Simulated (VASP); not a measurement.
Set up this calculation in VASP 6.6.1, as the native input.

```
Task                   : single point
Functional             : PBEsol
Potentials or basis    : VASP PAW PBE potentials, release 64 (Eu, Pt)
Cutoff                 : 520 eV
k mesh                 : 8 × 8 × 8
Occupations            : gaussian, width 0.05 eV
Spin                   : collinear spin, ferromagnetic start
Starting moments       : [7.0, 0.0, 0.0, 0.0] μB
Dipole correction      : no
Further INCAR settings : ALGO = Fast; EDIFF = 1e-06; NBANDS = 36
```

The structure of EuPt3 lies in POSCAR:

```
EuPt3
1.0
    0.0000000000      3.2427013289      3.2427013289
    3.2427013289      0.0000000000      3.2427013289
    3.2427013289      3.2427013289      0.0000000000
Eu Pt
1 3
Direct
    0.0000000000      0.0000000000      0.0000000000
    0.5000000000      0.5000000000      0.5000000000
    0.2500000000      0.2500000000      0.2500000000
    0.7500000000      0.7500000000      0.7500000000
```

The input as run:

INCAR

```
SYSTEM = EuPt3
PREC     = Accurate       ! precision mode
ENCUT    = 520            ! plane-wave cutoff, eV
EDIFF    = 1E-6           ! SCF threshold, eV
ISMEAR   = 0              ! smearing method
SIGMA    = 0.05           ! smearing width, eV
LREAL    = .FALSE.        ! projectors in reciprocal space
LASPH    = .TRUE.         ! aspherical terms in the spheres
NELM     = 150            ! most SCF steps
ALGO     = Fast           ! electronic algorithm
ISIF     = 2              ! what is computed and relaxed
LWAVE    = .FALSE.        ! write WAVECAR
LCHARG   = .FALSE.        ! write CHGCAR
ISPIN    = 2              ! spin polarisation
MAGMOM   = 7 0 0 0        ! initial moments
LORBIT   = 11             ! projections on sites
LMAXMIX  = 6              ! l up to which the mixer works
GGA      = PS             ! functional
NBANDS   = 36             ! bands
```

KPOINTS

```
regular mesh
0
G
  8 8 8
  0 0 0
```

Potentials or basis: VASP PAW PBE potentials, release 64 (Eu, Pt).

The run is started by

```bash
$ cat potpaw_PBE.64/Eu/POTCAR potpaw_PBE.64/Pt/POTCAR > POTCAR
$ mpirun -np 1 vasp_std > vasp.out
```

It gave:

The pressure is 7.3 GPa and the net moment is 6.53 μB per cell. The site moments are Eu +6.29; Pt +0.01, -0.02 (each value once) μB and the valence electrons inside the program's atomic spheres are Eu 14.89; Pt 9.24, 9.31 (each value once).

Caveat: the cell stands under pressure; the PAW data sets were made with another functional, which shifts forces and pressure a little.

Wall time 5.3 min on 1 thread of AMD EPYC 9R45 96-Core Processor (Zen 5), with other jobs on the host, peak memory 0.3 GiB.
